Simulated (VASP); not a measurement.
A run of VASP 6.6.1 is set up as follows.

INCAR

```
SYSTEM = PIr
ALGO = Normal
EDIFF = 1E-6
ENCUT = 520
ISIF = 2
ISMEAR = -1
LASPH = .True.
LCHARG = .False.
LREAL = .False.
LWAVE = .False.
NBANDS = 14
NELM = 60
PREC = Accurate
SIGMA = 0.05
```

File KPOINTS:

```
k-points
0
Gamma
  12 12 12
  0 0 0
```

Contents of POSCAR:

```
PIr
1.0
    0.0000000000      2.2397927807      2.2397927807
    2.2397927807      0.0000000000      2.2397927807
    2.2397927807      2.2397927807      0.0000000000
Ir P
1 1
Direct
    0.0000000000      0.0000000000      0.0000000000
    0.2500000000      0.2500000000      0.2500000000
```

Potentials or basis: VASP PAW LDA potentials, release 64 (Ir, P).

The run is started by

```bash
$ cat potpaw_LDA.64/Ir/POTCAR potpaw_LDA.64/P/POTCAR > POTCAR
$ mpirun -np 1 vasp_std > vasp.out
```

(1) Predict the pressure.

(2) Predict the band gap on the k mesh.

Results:

(1) 224.8 GPa.

(2) zero (band 7 reaches 19.72 eV, above the bottom of band 8 at 12.99 eV).

Caveat: spin-orbit coupling is left out, which moves the levels of the heavy elements.
